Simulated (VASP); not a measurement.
# LiF (rocksalt type) (Fm-3m) in VASP: a series of runs, part 3 of 3

VASP 6.6.1.

### Step 6. Electric field gradients, PBE (8.63 Å³/atom)

This run uses another cell than the first one, of 8.63 Å³/atom.

The input, INCAR:

```
SYSTEM = LiF
PREC = Accurate ; ENCUT = 520
EDIFF = 1E-8 ; ISMEAR = -1
SIGMA = 0.03 ; LREAL = .False.
LASPH = .True. ; NELM = 60
ALGO = Normal ; ISIF = 2
LWAVE = .False. ; LCHARG = .False.
GGA = PE ; LEFG = .True.
NBANDS = 12
```

The input, KPOINTS:

```
Automatic mesh
0
Gamma
  14 14 14
  0 0 0
```

The input, POSCAR:

```
LiF
1.0
    0.0000000000      2.0508630314      2.0508630314
    2.0508630314      0.0000000000      2.0508630314
    2.0508630314      2.0508630314      0.0000000000
Li F
1 1
Direct
    0.0000000000      0.0000000000      0.0000000000
    0.5000000000      0.5000000000      0.5000000000
```

Potentials or basis: VASP PAW PBE potentials, release 64 (Li_sv, F).

Started as:

```sh
$ cat potpaw_PBE.64/Li_sv/POTCAR potpaw_PBE.64/F/POTCAR > POTCAR
$ mpirun -np 1 vasp_std > vasp.out
```

OUTCAR:

```text
SYSTEM = LiF
   PREC = Accurate
   ENCUT = 520
   EDIFF = 1E-8
   ISMEAR = -1
   LREAL = .False.
   LASPH = .True.
   NELM = 60
   ISIF = 2
   GGA = PE

 ion  position               nearest neighbor table
   1  0.000  0.000  0.000-   2 2.05   2 2.05   2 2.05   2 2.05   2 2.05   2 2.05
   2  0.500  0.500  0.500-   1 2.05   1 2.05   1 2.05   1 2.05   1 2.05   1 2.05

  LATTYP: Found a face centered cubic cell.
 ALAT       =     4.1017260628

  Lattice vectors:

 A1 = (   0.0000000000,   2.0508630314,   2.0508630314)
 A2 = (   2.0508630314,   0.0000000000,   2.0508630314)
 A3 = (   2.0508630314,   2.0508630314,   0.0000000000)

Analysis of symmetry for initial positions (statically):
=====================================================================
 Subroutine PRICEL returns:
 Original cell was already a primitive cell.

 Routine SETGRP: Setting up the symmetry group for a
 face centered cubic supercell.

 Subroutine GETGRP returns: Found 48 space group operations
 (whereof 48 operations were pure point group operations)
 out of a pool of 48 trial point group operations.

The static configuration has the point symmetry O_h .

Analysis of symmetry for dynamics (positions and initial velocities):
=====================================================================
 Subroutine PRICEL returns:
 Original cell was already a primitive cell.

 Routine SETGRP: Setting up the symmetry group for a
 face centered cubic supercell.

 Subroutine GETGRP returns: Found 48 space group operations
 (whereof 48 operations were pure point group operations)
 out of a pool of 48 trial point group operations.

The dynamic configuration has the point symmetry O_h .

 Subroutine INISYM returns: Found 48 space group operations
 (whereof 48 operations are pure point group operations),
 and found     1 'primitive' translations

----------------------------------------------------------------------------------------

                                     Primitive cell

  volume of cell :      17.2520

  direct lattice vectors                    reciprocal lattice vectors
     0.000000000  2.050863031  2.050863031    -0.243799802  0.243799802  0.243799802
     2.050863031  0.000000000  2.050863031     0.243799802 -0.243799802  0.243799802
     2.050863031  2.050863031  0.000000000     0.243799802  0.243799802 -0.243799802

  length of vectors
     2.900358314  2.900358314  2.900358314     0.422273643  0.422273643  0.422273643

  position of ions in fractional coordinates (direct lattice)
     0.000000000  0.000000000  0.000000000
     0.500000000  0.500000000  0.500000000

  ion indices of the primitive-cell ions
   primitive index   ion index
                 1           1
                 2           2

----------------------------------------------------------------------------------------

 KPOINTS: Automatic mesh
[... 84 lines left out ...]
   EFERMI_NEDOS =   21; number of points for ismear=-14 and -15
   IALGO  =     38    algorithm
   IMIX   =      4    mixing-type and parameters
     AMIX     =   0.40;   BMIX     =  1.00
     AMIX_MAG =   1.60;   BMIX_MAG =  1.00
  volume/ion in A,a.u.               =       8.63        58.21
  Fermi-wavevector in a.u.,A,eV,Ry     =   1.364986  2.579449 25.350193  1.863187
  Thomas-Fermi vector in A             =   2.491254
   LORBIT       =      0    0 simple, 1 ext, 2 COOP (PROOUT), +10 PAW based schemes
   GGA     = PE    functional components
   LHFCALC =     F    Hartree Fock is set to
   AEXX    =    0.0000 exact exchange contribution
   IVDW    =     0    specifies the selected vdW correction
   LEPSILON=     F    determine dielectric tensor
   LRPA    =     F    only Hartree local field effects (RPA)
 non-spin polarized calculation
  energy-cutoff  :      520.00
  volume of cell :       17.25
 maximum number of plane-waves:       487
 NGX is ok and might be reduce to    24
   NGX = 11   NGY = 11   NGZ = 11

 number of electron      10.0000000 magnetization

 number of electron       9.9999999 magnetization

 Free energy of the ion-electron system (eV)
  ---------------------------------------------------
  ext. energy  EPLUGINS =         0.00000000
  ---------------------------------------------------
  free energy    TOTEN  =        -9.63887764 eV

  energy without entropy =       -9.63887764  energy(sigma->0) =       -9.63887764

 E-fermi :  -0.6628     XC(G=0):  -9.7202

 val. band max:       -1.3351558046   @ k =  -0.0714   0.0714   0.0000
 cond. band min:       7.2849457863   @ k =   0.0000   0.0000   0.0000
 fundamental gap:      8.6201015909
 Fermi energy:        -0.6627729034

 k-point     1 :       0.0000    0.0000    0.0000
  band No.  band energies     occupation
      1     -42.3857      2.00000
      2     -21.1647      2.00000
      3      -1.3358      2.00000
      4      -1.3358      2.00000
      5      -1.3358      2.00000
      6       7.2849      0.00000
      7      21.9183      0.00000
      8      21.9184      0.00000
      9      21.9184      0.00000
     10      22.4535      0.00000
     11      22.4535      0.00000
     12      22.4535      0.00000
[... 331 lines left out ...]
 k-point    24 :       0.2857    0.1429    0.0000
  band No.  band energies     occupation
      1     -42.3587      2.00000
      2     -20.9283      2.00000
      3      -2.6336      2.00000
      4      -1.6638      2.00000
      5      -1.6420      2.00000
      6       9.1130      0.00000
      7      16.1553      0.00000
      8      18.2482      0.00000
      9      18.5965      0.00000
     10      21.3442      0.00000
     11      28.2283      0.00000
     12      28.3098      0.00000

 [... further k-points ...]

------------------------ aborting loop because EDIFF is reached ----------------------------------------

  FORCE on cell =-STRESS in cart. coord.  units (eV):
  Direction    XX          YY          ZZ          XY          YZ          ZX
  --------------------------------------------------------------------------------------
  -------------------------------------------------------------------------------------
  Total       -0.2169739     -0.2169739     -0.2169739      0.0000000      0.0000000     -0.0000000
  in kB      -20.1501396    -20.1501396    -20.1501396      0.0000000      0.0000000     -0.0000000
  external PRESSURE =     -20.1501396 kB  Pullay stress =       0.0000000 kB

 VOLUME and BASIS-vectors are now :
 -----------------------------------------------------------------------------
  energy-cutoff  :      520.00
  volume of cell :       17.25
      direct lattice vectors                 reciprocal lattice vectors
     0.000000000  2.050863031  2.050863031    -0.243799802  0.243799802  0.243799802
     2.050863031  0.000000000  2.050863031     0.243799802 -0.243799802  0.243799802
     2.050863031  2.050863031  0.000000000     0.243799802  0.243799802 -0.243799802

 POSITION                                       TOTAL-FORCE (eV/Angst)
 -----------------------------------------------------------------------------------
      0.00000      0.00000      0.00000         0.000000      0.000000     -0.000000
      2.05086      2.05086      2.05086        -0.000000     -0.000000      0.000000
 -----------------------------------------------------------------------------------
    total drift:                               -0.000000     -0.000000      0.000000

  FREE ENERGIE OF THE ION-ELECTRON SYSTEM (eV)
  ---------------------------------------------------
  free  energy   TOTEN  =        -9.6388776424 eV

  energy  without entropy=       -9.6388776424  energy(sigma->0) =       -9.63887764

 Electric field gradients (V/A^2)
---------------------------------------------------------------------
 ion       V_xx      V_yy      V_zz      V_xy      V_xz      V_yz
---------------------------------------------------------------------
   1       0.000     0.000     0.000    -0.003    -0.003    -0.003
   2      -0.000    -0.000    -0.000    -0.002    -0.002    -0.002
---------------------------------------------------------------------

 Electric field gradients after diagonalization (V/A^2)
 (convention: |V_zz| > |V_xx| > |V_yy|)
----------------------------------------------------------------------
 ion       V_xx      V_yy      V_zz     asymmetry (V_yy - V_xx)/ V_zz
----------------------------------------------------------------------
   1       0.003     0.003    -0.005       0.000
   2       0.002     0.002    -0.004       0.000
----------------------------------------------------------------------

           NMR quadrupolar parameters

 Cq : quadrupolar parameter    Cq=e*Q*V_zz/h
 eta: asymmetry parameters     (V_yy - V_xx)/ V_zz
 Q  : nuclear electric quadrupole moment in mb (millibarn)
----------------------------------------------------------------------
 ion       Cq(MHz)       eta       Q (mb)
----------------------------------------------------------------------
   1      -0.000       0.000       1.000
   2      -0.000       0.000       1.000
----------------------------------------------------------------------
```

stdout:

```text
POSCAR found type information on POSCAR LiF
 POSCAR found :  2 types and       2 ions
 scaLAPACK will be used
 LDA part: xc-table for (Slater+PW92), standard interpolation
 POSCAR, INCAR and KPOINTS ok, starting setup
 FFT: planning ... GRIDC
 FFT: planning ... GRID_SOFT
 FFT: planning ... GRID
 WAVECAR not read
 entering main loop
ion   1

ion   2
```

It took 32 s on 1 thread of Intel Xeon 8259CL, shared host; peak memory 0.14 GiB.

Results:

* Free energy: -9.6389 eV
* Band gap on the k mesh: 8.62 eV
* Largest electric field gradient by atom: zero within the noise of the run

Caveat: the cutoff is under 1.25 times the usual one of these potentials, so pressure, stress and relaxed cells hold a basis-set (Pulay) error. A k mesh can miss the band edges.

### Step 7. The runs side by side

```csv
cell,gap on the mesh (eV)
"a = 2.828 Å, angles 60.0°, 2 atoms",9.29
"a = 2.852 Å, angles 60.0°, 2 atoms",9.05
"a = 2.877 Å, angles 60.0°, 2 atoms",8.83
"a = 2.900 Å, angles 60.0°, 2 atoms",8.62
```

Alike in all rows: task electric field gradients; level PBE; potentials or basis VASP PAW PBE potentials, release 64 (Li_sv, F); no spin polarisation; k mesh 14 × 14 × 14; cutoff (eV) 520; smearing fermi-dirac 0.03 eV.

Caveats: the cutoff is under 1.25 times the usual one of these potentials, so pressure, stress and relaxed cells hold a basis-set (Pulay) error.

Total energies depend on the potentials used, so only differences within one code and one set of settings carry meaning.
